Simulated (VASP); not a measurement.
Wanted: the native input for a VASP 6.6.1 run.

```yaml
Task: relaxation of cell and atoms
Functional: PBE
Potentials_or_basis: VASP PAW PBE potentials, release 64 (K_sv, Ti_sv)
Cutoff: 600 eV
k_mesh: 4 × 4 × 4
Occupations: gaussian, width 0.1 eV
Spin: no spin polarisation
Dipole_correction: no
Further_INCAR_settings: ALGO = Normal; EDIFF = 1e-07; IBRION = 2; EDIFFG = -0.04; NSW = 90; ISIF = 3
```

The structure of KTi lies in POSCAR:

```
KTi
1.0
    3.7455656229      0.0000000000      0.0000000000
    0.0000000000      3.7455656229      0.0000000000
    0.0000000000      0.0000000000      3.7455656229
K Ti
1 1
Direct
    0.0000000000      0.0000000000      0.0000000000
    0.5000000000      0.5000000000      0.5000000000
```

One way to write it, as run:

INCAR

```
SYSTEM = KTi
PREC = Accurate ; ENCUT = 600
EDIFF = 1E-7 ; ISMEAR = 0
SIGMA = 0.1 ; LREAL = .FALSE.
LASPH = .TRUE. ; NELM = 60
ALGO = Normal ; ISIF = 3
LWAVE = .FALSE. ; LCHARG = .FALSE.
GGA = PE ; IBRION = 2
NSW = 90 ; EDIFFG = -0.04
```

KPOINTS

```
Automatic mesh
0
G
  4 4 4
  0 0 0
```

Potentials or basis: VASP PAW PBE potentials, release 64 (K_sv, Ti_sv).

Run with:

```bash
$ cat potpaw_PBE.64/K_sv/POTCAR potpaw_PBE.64/Ti_sv/POTCAR > POTCAR
$ mpirun -np 1 vasp_std > vasp.out
```

It gave:

```json
{"Relaxed volume": "32.57 Å³/atom", "Relaxed cell": "a = 4.024 Å, b = 4.024 Å, c = 4.024 Å, α = 90.00°, β = 90.00°, γ = 90.00°", "Space group after relaxing (to 0.05 Å)": "Pm-3m (No. 221)", "Energy gained by relaxing": "89.4 meV/atom", "Ionic steps": "4", "Pressure after relaxing": "-0.1 GPa"}
```

Caveat: the k points lie up to 0.39 Å⁻¹ apart in the final cell; the volume moved by over 15 % at a fixed basis, so the end points are rough.

It took 28 s on 1 thread of AMD EPYC 9R14 (Zen 4) (shared host), peak memory 0.14 GiB.
